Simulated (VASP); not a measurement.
Ir, 1 atom in the cell. The structure is cubic, space group Fm-3m (No. 225). The conventional cell has a = 3.811 Å, b = 3.811 Å, c = 3.811 Å, α = 90.00°, β = 90.00°, γ = 90.00°. Ir (site symmetry m-3m) has 12 Ir at 2.69 Å within 3.6 Å. 

```yaml
Program: VASP 6.6.1
Task: single point
Functional: LDA
Potentials_or_basis: VASP PAW LDA potentials, release 64 (Ir)
Cutoff: 520 eV
k_mesh: 10 × 10 × 10
Occupations: gaussian, width 0.1 eV
Spin: no spin polarisation
Dipole_correction: no
Further_INCAR_settings: ALGO = Normal; EDIFF = 1e-06; NBANDS = 10
```

Potentials or basis: VASP PAW LDA potentials, release 64 (Ir).

The run is started by

```sh
$ cat potpaw_LDA.64/Ir/POTCAR > POTCAR
$ mpirun -np 1 vasp_std > vasp.out
```

Hardware: 1 thread of Intel Xeon 8259CL, with other jobs on the host.

Q: Estimate the wall time of this run.

A: Wall time 10 s on 1 thread of Intel Xeon 8259CL, with other jobs on the host, peak memory 0.12 GiB. Counts: scf iterations 11, k points 47.
